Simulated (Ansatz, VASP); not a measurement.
LiH: VASP beside Ansatz

The input INCAR:

```
PREC = Accurate
ENCUT = 520
EDIFF = 1E-6
ISMEAR = 0
SIGMA = 0.01
LREAL = F
LASPH = T
NELM = 60
ALGO = Normal
ISIF = 2
LWAVE = F
LCHARG = F
GGA = PE
NBANDS = 12
```

The input KPOINTS:

```
Automatic mesh
0
Gamma
  9 9 6
```

POSCAR

```
LiH
1.0
    3.2203323062      0.0000000000      0.0000000000
   -1.6101661531      2.7888895858      0.0000000000
    0.0000000000      0.0000000000      4.0312829750
Li H
2 2
Direct
    0.3333333333      0.6666666667      0.2500000000
    0.6666666667      0.3333333333      0.7500000000
    0.6666666667      0.3333333333      0.2500000000
    0.3333333333      0.6666666667      0.7500000000
```

Input for Ansatz:

```yaml
crystal:
  lattice:
    - [3.2203323062, 0.0, 0.0]
    - [-1.6101661531, 2.7888895858, 0.0]
    - [0.0, 0.0, 4.031282975]
  atoms:
    - { symbol: Li, position: [0.3333333333, 0.6666666667, 0.25] }
    - { symbol: Li, position: [0.6666666667, 0.3333333333, 0.75] }
    - { symbol: H, position: [0.6666666667, 0.3333333333, 0.25] }
    - { symbol: H, position: [0.3333333333, 0.6666666667, 0.75] }
kpoints:
  mp_grid: { grid: [9, 9, 6] }
hamiltonian:
  xc: pbe
scf:
  occupations: { method: fixed }
  n_extra_bands: 5
output:
  forces: true
  stress: true
  eigenvalues: true
```

Alike in both runs: task single point; functional PBE; k mesh 9 × 9 × 6; no spin polarisation.

|  | VASP | Ansatz |
| --- | --- | --- |
| version | VASP 6.6.1 | Ansatz 0.2.0 |
| potentials or method | VASP PAW PBE potentials, release 64 (Li_sv, H) | plane waves, PAW |
| plane-wave cutoff (eV) | 520 | 420 |
| occupations | gaussian, width 0.01 eV | fixed |
| valence electrons in the cell | 8 | 8 |

Ansatz gave:

| Quantity | Value |
| --- | --- |
| gap on the k mesh at the Fermi level (eV) | 1.79 |

Which values does VASP return?

gap on the k mesh at the Fermi level (eV): 1.78.

Noted on VASP's run: the cutoff is under 1.25 times that of the potentials, so the pressure is a little rough.
